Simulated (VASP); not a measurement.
Set up this calculation in VASP 6.6.1, as the native input.

```yaml
Task: single point
Functional: PBEsol
Potentials_or_basis: VASP PAW PBE potentials, release 64 (Cs_sv)
Cutoff: 500 eV
k_mesh: 12 × 12 × 6
Occupations: gaussian, width 0.1 eV
Spin: no spin polarisation
Dipole_correction: no
Further_INCAR_settings: ALGO = Normal; EDIFF = 1e-06; NBANDS = 16
```

The structure of Cs lies in POSCAR:

```
Cs
1.0
    5.3683973016      0.0000000000      0.0000000000
   -2.6841986508      4.6491684408      0.0000000000
    0.0000000000      0.0000000000      8.7733990654
Cs
2
Direct
    0.3333333333      0.6666666667      0.2500000000
    0.6666666667      0.3333333333      0.7500000000
```

This isn't the form of Cs at room conditions, which is bcc.

The input as run:

INCAR

```
  PREC = Accurate
  ENCUT = 500
  EDIFF = 1E-6
  ISMEAR = 0
  SIGMA = 0.1
  LREAL = False
  LASPH = True
  NELM = 120
  ALGO = Normal
  ISIF = 2
  LWAVE = False
  LCHARG = True
  GGA = PS
  LELF = True
  LVHAR = True
  NBANDS = 16
  GGA_COMPAT = False
```

KPOINTS

```
Automatic mesh
0
Gamma
  12 12 6
```

Potentials or basis: VASP PAW PBE potentials, release 64 (Cs_sv).

The run is started by

```console
$ cat potpaw_PBE.64/Cs_sv/POTCAR > POTCAR
$ mpirun -np 1 vasp_std > vasp.out
```

Results of the run:

```
Pressure               : 0.0 GPa
Band gap on the k mesh : zero (bands 9 and 10 overlap by 1.89 eV)
```

Caveat: the PAW data sets were made with another functional, which shifts forces and pressure a little; spin-orbit coupling is left out, which moves the levels of the heavy elements.

Wall time 3.4 min on 1 thread of Intel(R) Xeon(R) Platinum 8259CL CPU @ 2.50GHz (Skylake/Cascade Lake) (shared host), peak memory 0.41 GiB.
